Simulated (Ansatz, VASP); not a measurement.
# RbTl2N: VASP beside Ansatz

```
Rb Tl N
1.0
     3.85909    0.00000    0.00000
    -1.92954    3.34207    0.00000
     0.00000    0.00000   15.05733
Rb Tl N
2 4 2
Cartesian
  1.9295 1.1140 11.2930
  0.0000 2.2280 3.7643
  1.9295 1.1140 1.2888
  0.0000 2.2280 13.7686
  0.0000 2.2280 8.8174
  1.9295 1.1140 6.2399
  0.0000 0.0000 7.5287
  0.0000 0.0000 0.0000
```

Change from the starting cell: species swapped into the Tb2CI type (P6_3/mmc, No. 194).

Alike in both runs: task relaxation of cell and atoms; functional PBE; k mesh 4 × 4 × 1; occupations gaussian, width 0.15 eV; no spin polarisation.

```csv
,VASP,Ansatz
version,VASP 6.6.1,Ansatz 0.2.0
potentials or method,"VASP PAW PBE potentials, release 64 (Rb_sv, Tl_d, N), cutoff 600 eV","scalar-relativistic, plane waves, PAW"
valence electrons in the cell,80,80
```

Ansatz gave:

| Property | Result |
| --- | --- |
| gap on the k mesh at the Fermi level, each at its own relaxed structure (eV) | none |
| relaxed volume (Å³/atom) | 27.54 |
| relaxed cell length with the largest relative difference (Å) | 16.883 |

Question: Estimate VASP's values.

Answer: gap on the k mesh at the Fermi level, each at its own relaxed structure (eV): none; relaxed volume (Å³/atom): 27.89; relaxed cell length with the largest relative difference (Å): 17.246.

A gap of «none» marks a metal or a gap that the smearing closes.

The k mesh is coarse, so the values compare programs but aren't converged. Spin-orbit coupling is off throughout.
